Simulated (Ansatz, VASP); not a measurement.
# InP in VASP and in Ansatz

INCAR

```
SYSTEM = InP
PREC     = Accurate       ! precision mode
ENCUT    = 520            ! plane-wave cutoff, eV
EDIFF    = 1E-6           ! SCF threshold, eV
ISMEAR   = 0              ! smearing method
SIGMA    = 0.15           ! smearing width, eV
LREAL    = .FALSE.        ! projectors in reciprocal space
LASPH    = .TRUE.         ! aspherical terms in the spheres
NELM     = 100            ! most SCF steps
ALGO     = Normal         ! electronic algorithm
ISIF     = 2              ! what is computed and relaxed
LWAVE    = .FALSE.        ! write WAVECAR
LCHARG   = .TRUE.         ! write CHGCAR
GGA      = PE             ! functional
LELF     = .TRUE.         ! ELF
LVHAR    = .TRUE.       
NBANDS   = 16             ! bands
```

Contents of KPOINTS:

```
regular mesh
0
G
  18 18 18
  0 0 0
```

The input POSCAR:

```
InP
1.0
    0.0000000000      2.8532652270      2.7701604146
    2.8532652270      0.0000000000      2.7701604146
    2.8532652270      2.8532652270      0.0000000000
In P
1 1
Direct
    0.0000000000      0.0000000000      0.0000000000
    0.5000000000      0.5000000000      0.5000000000
```

Input for Ansatz:

```yaml
crystal:
  lattice:
    - [0.0, 2.853265227, 2.7701604146]
    - [2.853265227, 0.0, 2.7701604146]
    - [2.853265227, 2.853265227, 0.0]
  atoms:
    - { symbol: In, position: [0.0, 0.0, 0.0] }
    - { symbol: P, position: [0.5, 0.5, 0.5] }
basis:
  ecutwfc: 420
kpoints:
  mp_grid: { grid: [18, 18, 18] }
hamiltonian:
  xc: pbe
scf:
  occupations: { method: gaussian, width: 0.15 }
output:
  forces: true
  stress: true
  eigenvalues: true
  write_density: true
  write_potential: true
  elf: true
  volumetric_format: npy
```

Change from the starting cell: strain +0.030 along x and y, +0.000 along z, atoms carried along.

Alike in both runs: task single point; functional PBE; k mesh 18 × 18 × 18; occupations gaussian, width 0.15 eV; no spin polarisation.

|  | VASP | Ansatz |
| --- | --- | --- |
| version | VASP 6.6.1 | Ansatz 0.2.0 |
| potentials or method | VASP PAW PBE potentials, release 64 (In_d, P), cutoff 520 eV | scalar-relativistic, plane waves, PAW |
| valence electrons in the cell | 18 | 18 |

Ansatz gave:

- gap on the k mesh at the Fermi level (eV): none
- pressure (GPa): -3.6
- traceless stress, the component that is largest in VASP (GPa): 1.70

Problem. Which values does VASP return?

Solution. gap on the k mesh at the Fermi level (eV): none; pressure (GPa): -3.7; traceless stress, the component that is largest in VASP (GPa): 1.70.

A gap of «none» marks a metal or a gap that the smearing closes.
